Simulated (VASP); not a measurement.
Set up this calculation in VASP 6.6.1, as the native input.

```yaml
Task: relaxation of cell and atoms
Functional: PBE
Potentials_or_basis: VASP PAW PBE potentials, release 64 (K_sv, La, Mg, W_sv, O)
Cutoff: 600 eV
k_mesh: 6 × 6 × 6
Occupations: fermi-dirac, width 0.02 eV
Spin: no spin polarisation
Dipole_correction: no
Further_INCAR_settings: ALGO = Normal; EDIFF = 1e-07; IBRION = 2; EDIFFG = -0.005; NSW = 80; ISIF = 3
```

The structure of KLaMgWO6 lies in POSCAR:

```
KLaMgWO6
1.0
    0.0000000000      3.9964345600      3.9964345600
    3.9964345600      0.0000000000      3.9964345600
    3.9964345600      3.9964345600      0.0000000000
K La Mg W O
1 1 1 1 6
Direct
    0.7500000000      0.7500000000      0.7500000000
    0.2500000000      0.2500000000      0.2500000000
    0.0000000000      0.0000000000      0.0000000000
    0.5000000000      0.5000000000      0.5000000000
    0.7428685700      0.2571314300      0.2571314300
    0.2571314300      0.7428685700      0.7428685700
    0.7428685700      0.7428685700      0.2571314300
    0.2571314300      0.2571314300      0.7428685700
    0.2571314300      0.7428685700      0.2571314300
    0.7428685700      0.2571314300      0.7428685700
```

One way to write it, as run:

INCAR

```
SYSTEM = KLaMgWO6
PREC = Accurate
ENCUT = 600
EDIFF = 1E-7
ISMEAR = -1
SIGMA = 0.02
LREAL = .False.
LASPH = .True.
NELM = 80
ALGO = Normal
ISIF = 3
LWAVE = .False.
LCHARG = .False.
GGA = PE
IBRION = 2
NSW = 80
EDIFFG = -0.005
```

KPOINTS

```
regular mesh
0
Gamma
  6 6 6
  0 0 0
```

Potentials or basis: VASP PAW PBE potentials, release 64 (K_sv, La, Mg, W_sv, O).

Run with:

```bash
$ cat potpaw_PBE.64/K_sv/POTCAR potpaw_PBE.64/La/POTCAR potpaw_PBE.64/Mg/POTCAR potpaw_PBE.64/W_sv/POTCAR potpaw_PBE.64/O/POTCAR > POTCAR
$ mpirun -np 1 vasp_std > vasp.out
```

It gave:

```yaml
Relaxed_volume: 12.63 Å³/atom
Relaxed_cell: a = 5.632 Å, b = 5.632 Å, c = 5.632 Å, α = 60.00°, β = 60.00°, γ = 60.00°
Space_group_after_relaxing_to_0.1_Å: F-43m (No. 216)
Energy_gained_by_relaxing: 1.4 meV/atom
Ionic_steps: 6
Pressure_after_relaxing: 0.0 GPa
Largest_force_after_relaxing: 0.005 eV/Å
Band_gap_on_the_k_mesh: 2.58 eV (least direct gap 2.62 eV)
```

Caveat: spin-orbit coupling is left out, which moves the levels of the heavy elements.

Wall time 11 min on 1 thread of Oxide Virtual Turin-like Processor, on a shared host, peak memory 0.4 GiB.
